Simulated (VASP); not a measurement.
# W (Im-3m) in VASP: notebook

W is run at these levels: PBEsol; tasks: single point.

Program: VASP 6.6.1. These are calculated values, not measurements. Logs are shortened: lines on timing, memory, paths and dates and some standing lists are left out, and cuts for length are marked.

### Step 1. The cell of the first run

It takes space group Im-3m (No. 229, cubic). The conventional cell has a = 3.154 Å, b = 3.154 Å, c = 3.154 Å, α = 90.00°, β = 90.00°, γ = 90.00°. W (site symmetry m-3m) has 14 W at 2.73 to 3.15 Å within 3.6 Å.

### Step 2. Single point, PBEsol

Input file INCAR:

```
PREC = Accurate ; ENCUT = 520
EDIFF = 1E-7 ; ISMEAR = -1
SIGMA = 0.15 ; LREAL = F
LASPH = T ; NELM = 80
ALGO = Normal ; ISIF = 2
LWAVE = F ; LCHARG = F
GGA = PS ; NBANDS = 13
```

Input file KPOINTS:

```
regular mesh
0
Gamma
  20 20 20
```

Input file POSCAR:

```
W
1.0
   -1.5771083345      1.5771083345      1.5771083345
    1.5771083345     -1.5771083345      1.5771083345
    1.5771083345      1.5771083345     -1.5771083345
W
1
Direct
    0.0000000000      0.0000000000      0.0000000000
```

Potentials or basis: VASP PAW PBE potentials, release 64 (W_sv).

Command:

```console
> cat potpaw_PBE.64/W_sv/POTCAR > POTCAR
> mpirun -np 1 vasp_std > vasp.out
```

OUTCAR:

```text
PREC = Accurate
   ENCUT = 520
   EDIFF = 1E-7
   ISMEAR = -1
   LREAL = F
   LASPH = T
   NELM = 80
   ISIF = 2
   GGA = PS

 ion  position               nearest neighbor table
   1  0.000  0.000  0.000-

  LATTYP: Found a body centered cubic cell.
 ALAT       =     3.1542166690

  Lattice vectors:

 A1 = (  -1.5771083345,   1.5771083345,   1.5771083345)
 A2 = (   1.5771083345,  -1.5771083345,   1.5771083345)
 A3 = (   1.5771083345,   1.5771083345,  -1.5771083345)

Analysis of symmetry for initial positions (statically):
=====================================================================
 Subroutine PRICEL returns:
 Original cell was already a primitive cell.

 Routine SETGRP: Setting up the symmetry group for a
 body centered cubic supercell.

 Subroutine GETGRP returns: Found 48 space group operations
 (whereof 48 operations were pure point group operations)
 out of a pool of 48 trial point group operations.

The static configuration has the point symmetry O_h .

Analysis of symmetry for dynamics (positions and initial velocities):
=====================================================================
 Subroutine PRICEL returns:
 Original cell was already a primitive cell.

 Routine SETGRP: Setting up the symmetry group for a
 body centered cubic supercell.

 Subroutine GETGRP returns: Found 48 space group operations
 (whereof 48 operations were pure point group operations)
 out of a pool of 48 trial point group operations.

The dynamic configuration has the point symmetry O_h .

 Subroutine INISYM returns: Found 48 space group operations
 (whereof 48 operations are pure point group operations),
 and found     1 'primitive' translations

----------------------------------------------------------------------------------------

                                     Primitive cell

  volume of cell :      15.6908

  direct lattice vectors                    reciprocal lattice vectors
    -1.577108335  1.577108335  1.577108335     0.000000000  0.317035925  0.317035925
     1.577108335 -1.577108335  1.577108335     0.317035925  0.000000000  0.317035925
     1.577108335  1.577108335 -1.577108335     0.317035925  0.317035925  0.000000000

  length of vectors
     2.731631764  2.731631764  2.731631764     0.448356505  0.448356505  0.448356505

  position of ions in fractional coordinates (direct lattice)
     0.000000000  0.000000000  0.000000000

  ion indices of the primitive-cell ions
   primitive index   ion index
                 1           1

----------------------------------------------------------------------------------------

 KPOINTS: regular mesh

Automatic generation of k-mesh.
 Grid dimensions read from file:
 generate k-points for:   20   20   20

 Generating k-lattice:

  Cartesian coordinates                     Fractional coordinates (reciprocal lattice)
     0.000000000  0.015851796  0.015851796     0.050000000  0.000000000  0.000000000
     0.015851796  0.000000000  0.015851796     0.000000000  0.050000000  0.000000000
     0.015851796  0.015851796  0.000000000     0.000000000  0.000000000  0.050000000

  Length of vectors
     0.022417825  0.022417825  0.022417825

  Shift w.r.t. Gamma in fractional coordinates (k-lattice)
     0.000000000  0.000000000  0.000000000

 Subroutine IBZKPT returns following result:
 ===========================================

 Found    256 irreducible k-points:

 Following reciprocal coordinates:
            Coordinates               Weight
  0.000000  0.000000  0.000000      1.000000
  0.050000  0.000000  0.000000     12.000000
  0.100000  0.000000  0.000000     12.000000
  0.150000  0.000000  0.000000     12.000000
  0.200000  0.000000  0.000000     12.000000
  0.250000  0.000000  0.000000     12.000000
[... 16 lines left out ...]
  0.200000  0.100000  0.000000     48.000000
  0.250000  0.100000  0.000000     48.000000
 [... further k-points ...]
   k-points           NKPTS =    256   k-points in BZ     NKDIM =    256   number of bands    NBANDS=     13
   number of dos      NEDOS =    301   number of ions     NIONS =      1
   total plane-waves  NPLWV =   8000
   dimension x,y,z NGX =    20 NGY =   20 NGZ =   20
   dimension x,y,z NGXF=    40 NGYF=   40 NGZF=   40
   ions per type =               1
   NGX,Y,Z   is equivalent  to a cutoff of  12.17, 12.17, 12.17 a.u.
   NGXF,Y,Z  is equivalent  to a cutoff of  24.34, 24.34, 24.34 a.u.
 SYSTEM =  unknown system
   PREC   = accura    normal or accurate (medium, high low for compatibility)
   ISTART =      0    job   : 0-new  1-cont  2-samecut
   ICHARG =      2    charge: 1-file 2-atom 10-const
   ISPIN  =      1    spin polarized calculation?
   LNONCOLLINEAR =      F non collinear calculations
   LSORBIT =      F    spin-orbit coupling
   LASPH  =      T    aspherical Exc in radial PAW
   ENCUT  =  520.0 eV  38.22 Ry    6.18 a.u.   5.08  5.08  5.08*2*pi/ulx,y,z
   NELM   =     80;   NELMIN=  2; NELMDL= -5     # of ELM steps
   EDIFF  = 0.1E-06   stopping-criterion for ELM
   LREAL  =      F    real-space projection
   EDIFFG = 0.1E-05   stopping-criterion for IOM
   NSW    =      0    number of steps for IOM
   IBRION =     -1    ionic relax: 0-MD 1-quasi-New 2-CG
   NFREE  =      0    steps in history (QN), initial steepest desc. (CG)
   ISIF   =      2    stress and relaxation
   ISYM   =      2    0-nonsym 1-usesym 2-fastsym
   POTIM  = 0.5000    time-step for ionic-motion
   TEBEG  =    0.0;   TEEND  =   0.0 temperature during run
   PSTRESS=    0.0 pullay stress
   NELECT =      14.0000    total number of electrons
   NUPDOWN=      -1.0000    fix difference up-down
   EMIN   =  10.00;   EMAX   =-10.00  energy-range for DOS
   EFERMI =   0.00;   METHOD = LEGACY
   ISMEAR =    -1;   SIGMA  =   0.15  broadening in eV -4-tet -1-fermi 0-gaus
   EFERMI_NEDOS =   21; number of points for ismear=-14 and -15
   IALGO  =     38    algorithm
   IMIX   =      4    mixing-type and parameters
     AMIX     =   0.40;   BMIX     =  1.00
     AMIX_MAG =   1.60;   BMIX_MAG =  1.00
  volume/ion in A,a.u.               =      15.69       105.89
  Fermi-wavevector in a.u.,A,eV,Ry     =   1.576048  2.978298 33.795864  2.483926
  Thomas-Fermi vector in A             =   2.676939
   LORBIT       =      0    0 simple, 1 ext, 2 COOP (PROOUT), +10 PAW based schemes
   GGA     = PS    functional components
   LHFCALC =     F    Hartree Fock is set to
   AEXX    =    0.0000 exact exchange contribution
   IVDW    =     0    specifies the selected vdW correction
   LEPSILON=     F    determine dielectric tensor
   LRPA    =     F    only Hartree local field effects (RPA)
 non-spin polarized calculation
  energy-cutoff  :      520.00
  volume of cell :       15.69
 maximum number of plane-waves:       436
   NGX = 11   NGY = 11   NGZ = 11

 number of electron      14.0000005 magnetization

 Free energy of the ion-electron system (eV)
  ---------------------------------------------------
  ext. energy  EPLUGINS =         0.00000000
  ---------------------------------------------------
  free energy    TOTEN  =       -13.82375781 eV

  energy without entropy =      -13.79067203  energy(sigma->0) =      -13.80721492

 E-fermi :  11.4188     XC(G=0): -13.8187

 val. band max:       11.4026617091   @ k =  -0.1500   0.2000   0.1000
 cond. band min:      11.4380719759   @ k =  -0.2000   0.3000   0.1000
 fundamental gap:      0.0354102668
 Fermi energy:        11.4187887709

 k-point     1 :       0.0000    0.0000    0.0000
  band No.  band energies     occupation
      1     -62.7082      2.00000
      2     -26.2508      2.00000
      3     -26.2508      2.00000
      4     -26.2508      2.00000
      5       1.7129      2.00000
      6      10.1711      1.99951
      7      10.1711      1.99951
      8      10.1711      1.99951
      9      13.6838      0.00000
     10      13.6838      0.00000
     11      25.9873      0.00000
     12      25.9873      0.00000
     13      25.9873      0.00000

 k-point     2 :       0.0500    0.0000    0.0000
  band No.  band energies     occupation
      1     -62.7048      2.00000
      2     -26.2864      2.00000
      3     -26.2619      2.00000
      4     -26.2510      2.00000
      5       1.8364      2.00000
      6      10.0953      1.99971
      7      10.1549      1.99956
      8      10.2901      1.99892
      9      13.5593      0.00000
     10      13.6842      0.00000
     11      26.0947      0.00000
     12      26.1968      0.00000
     13      26.2972      0.00000

 k-point     3 :       0.1000    0.0000    0.0000
  band No.  band energies     occupation
      1     -62.6949      2.00000
      2     -26.3888      2.00000
      3     -26.2938      2.00000
      4     -26.2515      2.00000
      5       2.1956      2.00000
      6       9.8827      1.99993
      7      10.0871      1.99972
      8      10.6437      1.98866
      9      13.2755      0.00001
     10      13.6906      0.00000
     11      26.3766      0.00000
     12      26.8094      0.00000
     13      27.1161      0.00000
[... 305 lines left out ...]
 k-point    23 :       0.2000    0.1000    0.0000
  band No.  band energies     occupation
      1     -62.6313      2.00000
      2     -26.9861      2.00000
      3     -26.4764      2.00000
      4     -26.2998      2.00000
      5       4.4671      2.00000
      6       8.8438      2.00000
      7       9.2109      2.00000
      8      12.7226      0.00034
      9      13.5001      0.00000
     10      14.1805      0.00000
     11      26.5711      0.00000
     12      28.0172      0.00000
     13      30.0285      0.00000

 k-point    24 :       0.2500    0.1000    0.0000
  band No.  band energies     occupation
      1     -62.6105      2.00000
      2     -27.1645      2.00000
      3     -26.5534      2.00000
      4     -26.3031      2.00000
      5       5.0535      2.00000
      6       8.5152      2.00000
      7       9.2669      2.00000
      8      12.9403      0.00008
      9      14.3124      0.00000
     10      14.6509      0.00000
     11      25.4946      0.00000
     12      27.0549      0.00000
     13      31.2360      0.00000

 [... further k-points ...]
[... 5 lines left out ...]
  --------------------------------------------------------------------------------------
  -------------------------------------------------------------------------------------
  Total        0.0642033      0.0642033      0.0642033     -0.0000000     -0.0000000      0.0000000
  in kB        6.5557612      6.5557612      6.5557612     -0.0000000     -0.0000000      0.0000000
  external PRESSURE =       6.5557612 kB  Pullay stress =       0.0000000 kB

 VOLUME and BASIS-vectors are now :
 -----------------------------------------------------------------------------
  energy-cutoff  :      520.00
  volume of cell :       15.69
      direct lattice vectors                 reciprocal lattice vectors
    -1.577108335  1.577108335  1.577108335     0.000000000  0.317035925  0.317035925
     1.577108335 -1.577108335  1.577108335     0.317035925  0.000000000  0.317035925
     1.577108335  1.577108335 -1.577108335     0.317035925  0.317035925  0.000000000

 POSITION                                       TOTAL-FORCE (eV/Angst)
 -----------------------------------------------------------------------------------
      0.00000      0.00000      0.00000        -0.000000      0.000000      0.000000
 -----------------------------------------------------------------------------------
    total drift:                                0.000000     -0.000000      0.000000

  FREE ENERGIE OF THE ION-ELECTRON SYSTEM (eV)
  ---------------------------------------------------
  free  energy   TOTEN  =       -13.8237578108 eV

  energy  without entropy=      -13.7906720294  energy(sigma->0) =      -13.80721492
```

It took 36 s on 1 thread of Intel Xeon Platinum 8488C (Sapphire Rapids), shared host; peak memory 0.16 GiB.

What came out:

* Free energy: -13.8238 eV
* Pressure: 0.7 GPa
* Band gap on the k mesh: zero (band 7 reaches 16.68 eV, above the bottom of band 8 at 10.17 eV)

Caveat: the PAW data sets were made with another functional, which shifts forces and pressure a little; spin-orbit coupling is left out, which moves the levels of the heavy elements.

### Step 3. Single point, PBEsol

This run uses another cell than the first one, of the same volume but with other edges.

Input file INCAR:

```
PREC = Accurate
ENCUT = 520
EDIFF = 1E-6
ISMEAR = 0
SIGMA = 0.1
LREAL = F
LASPH = T
NELM = 80
ALGO = Fast
ISIF = 2
LWAVE = F
LCHARG = F
GGA = PS
ISYM = 0
NBANDS = 13
```

Input file KPOINTS:

```
Automatic mesh
0
Gamma
  11 11 21
```

Input file POSCAR:

```
W
1.0
    3.1543475082      0.0000000000      0.0000000000
    0.0000000000      3.1543475082      0.0000000000
    1.5771737541     -1.5771737541      1.5771737541
W
1
Direct
    0.0000000000      0.0000000000      0.0000000000
```

Potentials or basis: VASP PAW PBE potentials, release 64 (W_sv).

Command:

```console
> cat potpaw_PBE.64/W_sv/POTCAR > POTCAR
> mpirun -np 1 vasp_std > vasp.out
```

Run time: 3.2 min. Hardware: 1 thread of Intel Xeon Platinum 8259CL at 2.50GHz (Skylake/Cascade Lake), shared host; peak memory 0.34 GiB.

The run converged. Its results:

```
Free energy            : -13.8065 eV
Pressure               : 0.3 GPa
Band gap on the k mesh : zero (band 7 reaches 16.38 eV, above the bottom of band 8 at 10.17 eV)
```

Levels at points of the mesh, in eV from the Fermi level:
| k point | band 3 | band 4 | band 5 | band 6 | band 7 | band 8 | band 9 | band 10 | band 11 | band 12 |
| --- | --- | --- | --- | --- | --- | --- | --- | --- | --- | --- |
| (0.00, 0.00, 0.00) | -37.72 | -37.72 | -9.75 | -1.30 | -1.30 | -1.29 | 2.22 | 2.22 | 14.52 | 14.52 |

Caveat: the PAW data sets were made with another functional, which shifts forces and pressure a little; spin-orbit coupling is left out, which moves the levels of the heavy elements.

### Step 4. Single point, PBEsol

This run uses another cell than the first one, of the same volume but with other edges.

Input file INCAR:

```
ALGO = Fast ; EDIFF = 1E-6
ENCUT = 520 ; GGA = PS
ISIF = 2 ; ISMEAR = 0
ISYM = 0 ; LASPH = True
LCHARG = False ; LREAL = False
LWAVE = False ; NBANDS = 13
NELM = 60 ; PREC = Accurate
SIGMA = 0.1
```

Input file KPOINTS:

```
k-points
0
Gamma
  11 7 34
```

Input file POSCAR:

```
W
1.0
    3.1543475082      0.0000000000      0.0000000000
   -1.5771737541      4.9874613288      0.0000000000
    1.5771737541     -1.9949845315      0.9974922658
W
1
Direct
    0.0000000000      0.0000000000      0.0000000000
```

Command:

```console
> cat potpaw_PBE.64/W_sv/POTCAR > POTCAR
> mpirun -np 1 vasp_std > vasp.out
```

It used 520 s of CPU time on 1 thread of AMD EPYC 7R13 Processor (Zen 3), with other jobs on the host.

It converged, with:

```
Free energy            : -13.8065 eV
Pressure               : 0.4 GPa
Band gap on the k mesh : zero (band 7 reaches 16.38 eV, above the bottom of band 8 at 10.17 eV)
```

Levels at points of the mesh, in eV from the Fermi level:
```csv
k point,band 3,band 4,band 5,band 6,band 7,band 8,band 9,band 10,band 11,band 12
"(0.00, 0.00, 0.00)",-37.70,-37.70,-9.74,-1.28,-1.28,-1.28,2.23,2.23,14.53,14.53
"(0.00, 0.00, 0.50)",-38.14,-37.71,-6.39,-3.65,0.70,2.14,3.12,6.23,11.20,11.50
```

Caveat: the k points lie up to 0.40 Å⁻¹ apart; the PAW data sets were made with another functional, which shifts forces and pressure a little; spin-orbit coupling is left out, which moves the levels of the heavy elements.

### Step 5. Overview

```tsv
cell	k mesh	smearing	gap on the mesh (eV)	pressure (GPa)
a = 2.732 Å, angles 109.5°, 1 atom	20 × 20 × 20	fermi-dirac 0.15 eV	none	0.7
a = 3.154, b = 3.154, c = 2.732 Å, angles 125.3, 54.7, 90.0°, 1 atom	11 × 11 × 21	gaussian 0.1 eV	none	0.3
a = 3.154, b = 5.231, c = 2.732 Å, angles 150.5, 54.7, 107.5°, 1 atom	11 × 7 × 34	gaussian 0.1 eV	none	0.4
```

Alike in all rows: task single point; level PBEsol; potentials or basis VASP PAW PBE potentials, release 64 (W_sv); no spin polarisation; cutoff (eV) 520.

Caveats: some runs use coarse meshes; the PAW data sets were made with another functional, which shifts forces and pressure a little; spin-orbit coupling is left out, which moves the levels of the heavy elements.

Total energies depend on the potentials used, so only differences within one code and one set of settings carry meaning.
